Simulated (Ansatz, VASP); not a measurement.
**Te in VASP and in Ansatz**

File INCAR:

```
PREC = Accurate
ENCUT = 500
EDIFF = 1E-6
ISMEAR = 0
SIGMA = 0.1
LREAL = F
LASPH = T
NELM = 120
ALGO = Normal
ISIF = 2
LWAVE = F
LCHARG = F
GGA = PS
NBANDS = 16
GGA_COMPAT = F
```

KPOINTS

```
Automatic mesh
0
Gamma
  6 6 4
```

File POSCAR:

```
Te
1.0
    4.4469268669      0.0000000000      0.0000000000
   -2.2234634334      3.8511516355      0.0000000000
    0.0000000000      0.0000000000      5.9149200000
Te
3
Direct
    0.2690000000      0.0000000000      0.1666666667
    0.0000000000      0.2690000000      0.8333333333
    0.7310000000      0.7310000000      0.5000000000
```

Input for Ansatz:

```yaml
crystal:
  lattice:
    - [4.4469268669, 0.0, 0.0]
    - [-2.2234634334, 3.8511516355, 0.0]
    - [0.0, 0.0, 5.91492]
  atoms:
    - { symbol: Te, position: [0.269, 0.0, 0.1666666667] }
    - { symbol: Te, position: [0.0, 0.269, 0.8333333333] }
    - { symbol: Te, position: [0.731, 0.731, 0.5] }
basis:
  ecutwfc: 420
kpoints:
  mp_grid: { grid: [6, 6, 4] }
hamiltonian:
  xc: pbesol
scf:
  occupations: { method: gaussian, width: 0.1 }
output:
  forces: true
  stress: true
  eigenvalues: true
```

Alike in both runs: task single point; functional PBEsol; k mesh 6 × 6 × 4; occupations gaussian, width 0.1 eV; no spin polarisation.

```csv
,VASP,Ansatz
version,VASP 6.6.1,Ansatz 0.2.0
potentials or method,"VASP PAW PBE potentials, release 64 (Te), cutoff 500 eV","scalar-relativistic, plane waves, PAW"
valence electrons in the cell,18,48
```

Ansatz gave:

* gap on the k mesh at the Fermi level (eV): 0.15
* least direct gap on the mesh (eV): 0.15
* pressure (GPa): -0.7
* traceless stress, the component that is largest in VASP (GPa): 0.23
* rms of the force components (eV/Å): 0.068

Estimate VASP's values.

gap on the k mesh at the Fermi level (eV): 0.13; least direct gap on the mesh (eV): 0.13; pressure (GPa): -0.6; traceless stress, the component that is largest in VASP (GPa): 0.28; rms of the force components (eV/Å): 0.082.

VASP's potentials were made for PBE, not for PBEsol. Atom by atom the forces differ by 0.013 eV/Å (rms over components). VASP's potentials hold 18 valence electrons a cell and Ansatz's 48, so a difference there can come from the potentials and not from the codes.

Neither program's run includes spin-orbit coupling.
